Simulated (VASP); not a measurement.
# Si (Fd-3m) in VASP: single point with PBE

Aim: the single point of Si with PBE.

Everything below comes from runs of VASP 6.6.1. Logs are shortened: lines on timing, memory, paths and dates and some standing lists are left out, and cuts for length are marked.

## 1. The cell of the first run

The structure is cubic, space group Fd-3m (No. 227). The conventional cell has a = 5.427 Å, b = 5.427 Å, c = 5.427 Å, α = 90.00°, β = 90.00°, γ = 90.00°. Within 3.1 Å of Si (site symmetry -43m) lie 4 Si at 2.35 Å.

## 2. Single point, PBE

INCAR

```
PREC = Accurate ; ENCUT = 520
EDIFF = 1E-6 ; ISMEAR = 0
SIGMA = 0.05 ; LREAL = Auto
LASPH = True ; NELM = 100
ALGO = Normal ; ISIF = 2
LWAVE = False ; LCHARG = False
GGA = PE ; NBANDS = 141
```

KPOINTS

```
regular mesh
0
Gamma
  1 1 1
```

POSCAR

```
Si
1.0
    0.0000000000      8.1406800000      8.1406800000
    8.1406800000      0.0000000000      8.1406800000
    8.1406800000      8.1406800000      0.0000000000
Si
54
Direct
    0.2500000000      0.2500000000      0.2500000000
    0.2500000000      0.2500000000      0.5833330000
    0.2500000000      0.2500000000      0.9166670000
    0.2500000000      0.5833330000      0.2500000000
    0.2500000000      0.5833330000      0.5833330000
    0.2500000000      0.5833330000      0.9166670000
    0.2500000000      0.9166670000      0.2500000000
    0.2500000000      0.9166670000      0.5833330000
    0.2500000000      0.9166670000      0.9166670000
    0.5833330000      0.2500000000      0.2500000000
    0.5833330000      0.2500000000      0.5833330000
    0.5833330000      0.2500000000      0.9166670000
    0.5833330000      0.5833330000      0.2500000000
    0.5833330000      0.5833330000      0.5833330000
    0.5833330000      0.5833330000      0.9166670000
    0.5833330000      0.9166670000      0.2500000000
    0.5833330000      0.9166670000      0.5833330000
    0.5833330000      0.9166670000      0.9166670000
    0.9166670000      0.2500000000      0.2500000000
    0.9166670000      0.2500000000      0.5833330000
    0.9166670000      0.2500000000      0.9166670000
    0.9166670000      0.5833330000      0.2500000000
    0.9166670000      0.5833330000      0.5833330000
    0.9166670000      0.5833330000      0.9166670000
    0.9166670000      0.9166670000      0.2500000000
    0.9166670000      0.9166670000      0.5833330000
    0.9166670000      0.9166670000      0.9166670000
    0.1666670000      0.1666670000      0.1666670000
    0.1666670000      0.1666670000      0.5000000000
    0.1666670000      0.1666670000      0.8333330000
    0.1666670000      0.5000000000      0.1666670000
    0.1666670000      0.5000000000      0.5000000000
    0.1666670000      0.5000000000      0.8333330000
    0.1666670000      0.8333330000      0.1666670000
    0.1666670000      0.8333330000      0.5000000000
    0.1666670000      0.8333330000      0.8333330000
    0.5000000000      0.1666670000      0.1666670000
    0.5000000000      0.1666670000      0.5000000000
    0.5000000000      0.1666670000      0.8333330000
    0.5000000000      0.5000000000      0.1666670000
    0.5000000000      0.5000000000      0.5000000000
    0.5000000000      0.5000000000      0.8333330000
    0.5000000000      0.8333330000      0.1666670000
    0.5000000000      0.8333330000      0.5000000000
    0.5000000000      0.8333330000      0.8333330000
    0.8333330000      0.1666670000      0.1666670000
    0.8333330000      0.1666670000      0.5000000000
    0.8333330000      0.1666670000      0.8333330000
    0.8333330000      0.5000000000      0.1666670000
    0.8333330000      0.5000000000      0.5000000000
    0.8333330000      0.5000000000      0.8333330000
    0.8333330000      0.8333330000      0.1666670000
    0.8333330000      0.8333330000      0.5000000000
    0.8333330000      0.8333330000      0.8333330000
```

Potentials or basis: VASP PAW PBE potentials, release 64 (Si).

Launch:

```bash
> cat potpaw_PBE.64/Si/POTCAR > POTCAR
> mpirun -np 1 vasp_gam > vasp.out
```

OUTCAR:

```text
PREC = Accurate
   ENCUT = 520
   EDIFF = 1E-6
   ISMEAR = 0
   LREAL = Auto
   LASPH = True
   NELM = 100
   ISIF = 2
   GGA = PE

 ion  position               nearest neighbor table
   1  0.250  0.250  0.250-  28 2.35  29 2.35  31 2.35  37 2.35
   2  0.250  0.250  0.583-  29 2.35  30 2.35  32 2.35  38 2.35
   3  0.250  0.250  0.917-  28 2.35  30 2.35  33 2.35  39 2.35
   4  0.250  0.583  0.250-  31 2.35  32 2.35  34 2.35  40 2.35
   5  0.250  0.583  0.583-  32 2.35  33 2.35  35 2.35  41 2.35
   6  0.250  0.583  0.917-  31 2.35  33 2.35  36 2.35  42 2.35
[... 46 lines left out ...]
  53  0.833  0.833  0.500-  17 2.35  23 2.35  25 2.35  26 2.35
  54  0.833  0.833  0.833-  18 2.35  24 2.35  26 2.35  27 2.35

  LATTYP: Found a face centered cubic cell.
 ALAT       =    16.2813600000

  Lattice vectors:

 A1 = (   0.0000000000,   8.1406800000,   8.1406800000)
 A2 = (   8.1406800000,   0.0000000000,   8.1406800000)
 A3 = (   8.1406800000,   8.1406800000,   0.0000000000)

Analysis of symmetry for initial positions (statically):
=====================================================================
 Subroutine PRICEL returns following result:

  LATTYP: Found a face centered cubic cell.
 ALAT       =     5.4271145729

  Lattice vectors:

 A1 = (   0.0000000000,   2.7135572864,   2.7135572864)
 A2 = (   2.7135572864,   0.0000000000,   2.7135572864)
 A3 = (   2.7135572864,   2.7135572864,   0.0000000000)

  27 primitive cells build up your supercell.

 Routine SETGRP: Setting up the symmetry group for a
 face centered cubic supercell.

 Subroutine GETGRP returns: Found 48 space group operations
 (whereof 24 operations were pure point group operations)
 out of a pool of 48 trial point group operations.

The static configuration has the point symmetry T_d .
 The point group associated with its full space group is O_h .

Analysis of symmetry for dynamics (positions and initial velocities):
=====================================================================
 Subroutine PRICEL returns following result:

  LATTYP: Found a face centered cubic cell.
 ALAT       =     5.4271145729

  Lattice vectors:

 A1 = (   0.0000000000,   2.7135572864,   2.7135572864)
 A2 = (   2.7135572864,   0.0000000000,   2.7135572864)
 A3 = (   2.7135572864,   2.7135572864,   0.0000000000)

  27 primitive cells build up your supercell.

 Routine SETGRP: Setting up the symmetry group for a
 face centered cubic supercell.

 Subroutine GETGRP returns: Found 48 space group operations
 (whereof 24 operations were pure point group operations)
 out of a pool of 48 trial point group operations.

The dynamic configuration has the point symmetry T_d .
 The point group associated with its full space group is O_h .

 Subroutine INISYM returns: Found 48 space group operations
 (whereof 24 operations are pure point group operations),
 and found    27 'primitive' translations

----------------------------------------------------------------------------------------

                                     Primitive cell

  volume of cell :      39.9620

  direct lattice vectors                    reciprocal lattice vectors
     0.000000000  2.713557286  2.713557286    -0.184259976  0.184259976  0.184259976
     2.713557286  0.000000000  2.713557286     0.184259976 -0.184259976  0.184259976
     2.713557286  2.713557286  0.000000000     0.184259976  0.184259976 -0.184259976

  length of vectors
     3.837549517  3.837549517  3.837549517     0.319147640  0.319147640  0.319147640

  position of ions in fractional coordinates (direct lattice)
     0.750000750  0.750000750  0.750000750
     0.500001500  0.500001500  0.500001500

  ion indices of the primitive-cell ions
   primitive index   ion index
                 1           1
                 2          28

----------------------------------------------------------------------------------------

 KPOINTS: regular mesh

Automatic generation of k-mesh.
 Grid dimensions read from file:
 generate k-points for:    1    1    1

 Generating k-lattice:

  Cartesian coordinates                     Fractional coordinates (reciprocal lattice)
    -0.061419931  0.061419931  0.061419931     1.000000000  0.000000000  0.000000000
     0.061419931 -0.061419931  0.061419931     0.000000000  1.000000000  0.000000000
     0.061419931  0.061419931 -0.061419931     0.000000000  0.000000000  1.000000000

  Length of vectors
     0.106382440  0.106382440  0.106382440

  Shift w.r.t. Gamma in fractional coordinates (k-lattice)
     0.000000000  0.000000000  0.000000000

 Subroutine IBZKPT returns following result:
 ===========================================

 Found      1 irreducible k-points:

 Following reciprocal coordinates:
            Coordinates               Weight
  0.000000  0.000000  0.000000      1.000000
   k-points           NKPTS =      1   k-points in BZ     NKDIM =      1   number of bands    NBANDS=    141
   number of dos      NEDOS =    301   number of ions     NIONS =     54
   total plane-waves  NPLWV = 729000
   dimension x,y,z NGX =    90 NGY =   90 NGZ =   90
   dimension x,y,z NGXF=   180 NGYF=  180 NGZF=  180
   ions per type =              54
   NGX,Y,Z   is equivalent  to a cutoff of  13.00, 13.00, 13.00 a.u.
   NGXF,Y,Z  is equivalent  to a cutoff of  25.99, 25.99, 25.99 a.u.
 SYSTEM =  unknown system
   PREC   = accura    normal or accurate (medium, high low for compatibility)
   ISTART =      0    job   : 0-new  1-cont  2-samecut
   ICHARG =      2    charge: 1-file 2-atom 10-const
   ISPIN  =      1    spin polarized calculation?
   LNONCOLLINEAR =      F non collinear calculations
   LSORBIT =      F    spin-orbit coupling
   LASPH  =      T    aspherical Exc in radial PAW
   ENCUT  =  520.0 eV  38.22 Ry    6.18 a.u.  21.41 21.41 21.41*2*pi/ulx,y,z
   NELM   =    100;   NELMIN=  2; NELMDL= -5     # of ELM steps
   EDIFF  = 0.1E-05   stopping-criterion for ELM
   LREAL  =      T    real-space projection
   EDIFFG = 0.1E-04   stopping-criterion for IOM
   NSW    =      0    number of steps for IOM
   IBRION =     -1    ionic relax: 0-MD 1-quasi-New 2-CG
   NFREE  =      0    steps in history (QN), initial steepest desc. (CG)
   ISIF   =      2    stress and relaxation
   ISYM   =      2    0-nonsym 1-usesym 2-fastsym
   POTIM  = 0.5000    time-step for ionic-motion
   TEBEG  =    0.0;   TEEND  =   0.0 temperature during run
   PSTRESS=    0.0 pullay stress
   NELECT =     216.0000    total number of electrons
   NUPDOWN=      -1.0000    fix difference up-down
   EMIN   =  10.00;   EMAX   =-10.00  energy-range for DOS
   EFERMI =   0.00;   METHOD = LEGACY
   ISMEAR =     0;   SIGMA  =   0.05  broadening in eV -4-tet -1-fermi 0-gaus
   EFERMI_NEDOS =   21; number of points for ismear=-14 and -15
   IALGO  =     38    algorithm
   IMIX   =      4    mixing-type and parameters
     AMIX     =   0.40;   BMIX     =  1.00
     AMIX_MAG =   1.60;   BMIX_MAG =  1.00
  volume/ion in A,a.u.               =      19.98       134.84
  Fermi-wavevector in a.u.,A,eV,Ry     =   0.957684  1.809760 12.478691  0.917158
  Thomas-Fermi vector in A             =   2.086724
   LORBIT       =      0    0 simple, 1 ext, 2 COOP (PROOUT), +10 PAW based schemes
   GGA     = PE    functional components
   LHFCALC =     F    Hartree Fock is set to
   AEXX    =    0.0000 exact exchange contribution
   IVDW    =     0    specifies the selected vdW correction
   LEPSILON=     F    determine dielectric tensor
   LRPA    =     F    only Hartree local field effects (RPA)
 non-spin polarized calculation
 Gauss-broadening in eV      SIGMA  =   0.05
  energy-cutoff  :      520.00
  volume of cell :     1078.98
 maximum number of plane-waves:     14562
 NGX is ok and might be reduce to    90
   NGX = 43   NGY = 43   NGZ = 43

 number of electron     216.0000010 magnetization

 Free energy of the ion-electron system (eV)
  ---------------------------------------------------
  ext. energy  EPLUGINS =         0.00000000
  ---------------------------------------------------
  free energy    TOTEN  =      -276.09784375 eV

  energy without entropy =     -276.09784375  energy(sigma->0) =     -276.09784375

 E-fermi :   6.2231     XC(G=0):  -9.3493

 val. band max:        5.9546177312   @ k =   0.0000   0.0000   0.0000
 cond. band min:       6.6411406050   @ k =   0.0000   0.0000   0.0000
 fundamental gap:      0.6865228739
 Fermi energy:         6.2230732728

 k-point     1 :       0.0000    0.0000    0.0000
  band No.  band energies     occupation
      1      -6.0377      2.00000
      2      -4.6554      2.00000
      3      -4.6554      2.00000
      4      -4.6554      2.00000
      5      -4.6553      2.00000
      6      -4.6553      2.00000
[... 112 lines left out ...]
    119       7.4798      0.00000
    120       7.4798      0.00000
 [bands above 120 left out]

------------------------ aborting loop because EDIFF is reached ----------------------------------------

  FORCE on cell =-STRESS in cart. coord.  units (eV):
  Direction    XX          YY          ZZ          XY          YZ          ZX
  --------------------------------------------------------------------------------------
  -------------------------------------------------------------------------------------
  Total       27.9241834     27.9241834     27.9241834      0.0000000      0.0000000      0.0000000
  in kB       41.4647468     41.4647468     41.4647468      0.0000000      0.0000000      0.0000000
  external PRESSURE =      41.4647468 kB  Pullay stress =       0.0000000 kB

 VOLUME and BASIS-vectors are now :
 -----------------------------------------------------------------------------
  energy-cutoff  :      520.00
  volume of cell :     1078.98
      direct lattice vectors                 reciprocal lattice vectors
     0.000000000  8.140680000  8.140680000    -0.061419931  0.061419931  0.061419931
     8.140680000  0.000000000  8.140680000     0.061419931 -0.061419931  0.061419931
     8.140680000  8.140680000  0.000000000     0.061419931  0.061419931 -0.061419931

 POSITION                                       TOTAL-FORCE (eV/Angst)
 -----------------------------------------------------------------------------------
      4.07034      4.07034      4.07034         0.000000      0.000000      0.000000
      6.78390      6.78390      4.07034         0.000000      0.000000      0.000000
      9.49746      9.49746      4.07034         0.000000      0.000000      0.000000
      6.78390      4.07034      6.78390         0.000000      0.000000      0.000000
      9.49745      6.78390      6.78390         0.000000      0.000000      0.000000
     12.21102      9.49746      6.78390         0.000000      0.000000      0.000000
[... 46 lines left out ...]
     10.85424     10.85424     13.56779        -0.000000     -0.000000     -0.000000
     13.56779     13.56779     13.56779        -0.000000     -0.000000     -0.000000
 -----------------------------------------------------------------------------------
    total drift:                                0.008190      0.008190      0.011225

  FREE ENERGIE OF THE ION-ELECTRON SYSTEM (eV)
  ---------------------------------------------------
  free  energy   TOTEN  =      -276.0978437497 eV

  energy  without entropy=     -276.0978437497  energy(sigma->0) =     -276.09784375
```

It took 3.3 min on 1 thread of AMD EPYC 9R45 (Zen 5), shared host; peak memory 1.1 GiB.

Results:

```yaml
Free_energy: -276.0978 eV
Pressure: 4.1 GPa
Band_gap_on_the_k_mesh: 0.69 eV
```

Caveat: the k points lie up to 0.67 Å⁻¹ apart. A k mesh can miss the band edges.
